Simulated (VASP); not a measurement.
A run of VASP 6.6.1 is set up as follows.

INCAR

```
  ALGO = Normal
  EDIFF = 1E-6
  ENCUT = 520
  ISIF = 2
  ISMEAR = -1
  LASPH = T
  LCHARG = T
  LELF = T
  LREAL = F
  LVHAR = T
  LWAVE = F
  NBANDS = 10
  NELM = 80
  PREC = Accurate
  SIGMA = 0.01
```

KPOINTS

```
k-points
0
Gamma
  8 8 8
```

File POSCAR:

```
Cs
1.0
   -2.8840810378      2.8840810378      2.8840810378
    2.8840810378     -2.8840810378      2.8840810378
    2.8840810378      2.8840810378     -2.8840810378
Cs
1
Direct
    0.0000000000      0.0000000000      0.0000000000
```

Potentials or basis: VASP PAW LDA potentials, release 64 (Cs_sv).

Command:

```console
$ cat potpaw_LDA.64/Cs_sv/POTCAR > POTCAR
$ mpirun -np 1 vasp_std > vasp.out
```

Question: What does it give for the pressure?

Answer: 0.0 GPa.
